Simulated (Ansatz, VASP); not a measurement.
# One calculation of SiC, two programs

```
CELL_PARAMETERS angstrom
3.09194 0.00000 0.00000
-1.54597 2.67770 0.00000
0.00000 0.00000 5.07429
ATOMIC_POSITIONS crystal
Si 0.66667 0.33333 0.99958
Si 0.33333 0.66667 0.49958
C 0.66667 0.33333 0.37542
C 0.33333 0.66667 0.87542
```

Alike in both runs: functional PBE; k mesh 12 × 12 × 6; occupations gaussian, width 0.02 eV; no spin polarisation.

Ansatz relaxed the structure, and its values are those at the end. VASP's run is a single point on that final structure, the one shown.

|  | VASP | Ansatz |
| --- | --- | --- |
| version | VASP 6.6.1 | Ansatz 0.2.0 |
| potentials or method | VASP PAW PBE potentials, release 64 (Si, C), cutoff 520 eV | scalar-relativistic, plane waves, PAW |
| valence electrons in the cell | 16 | 16 |

VASP gave:

```
gap on the k mesh at the Fermi level (eV) : 2.30
least direct gap on the mesh (eV)         : 3.94
pressure (GPa)                            : 0.0
```

Question: Estimate Ansatz's values.

Answer: gap on the k mesh at the Fermi level (eV): 2.31; least direct gap on the mesh (eV): 3.94; pressure (GPa): 0.0.
